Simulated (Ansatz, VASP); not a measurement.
# One calculation of Mg3Te, two programs

```xyz
4
Lattice="4.6182 0.0000 0.0000 0.0000 4.6182 0.0000 0.0000 0.0000 4.6182" Properties=species:S:1:pos:R:3 pbc="T T T"
Mg    0.0000    2.3091    2.3091
Mg    2.3091    0.0000    2.3091
Mg    2.3091    2.3091    0.0000
Te    0.0000    0.0000    0.0000
```

Change from the starting cell: species swapped into the Ca3Sn type (Pm-3m, No. 221).

Alike in both runs: functional PBE; k mesh 10 × 10 × 10; occupations gaussian, width 0.1 eV; no spin polarisation.

Ansatz relaxed the structure, and its values are those at the end. VASP's run is a single point on that final structure, the one shown.

|  | VASP | Ansatz |
| --- | --- | --- |
| version | VASP 6.6.1 | Ansatz 0.2.0 |
| potentials or method | VASP PAW PBE potentials, release 64 (Mg, Te), cutoff 520 eV | scalar-relativistic, plane waves, PAW |
| valence electrons in the cell | 12 | 46 |

VASP gave:

```
gap on the k mesh at the Fermi level (eV) : none
pressure (GPa)                            : -0.1
```

Task: What did Ansatz give for the same quantities?

Result: gap on the k mesh at the Fermi level (eV): none; pressure (GPa): 0.0.

A gap of «none» marks a metal or a gap that the smearing closes. VASP's potentials hold 12 valence electrons a cell and Ansatz's 46, so a difference there can come from the potentials and not from the codes.

Neither program's run includes spin-orbit coupling.
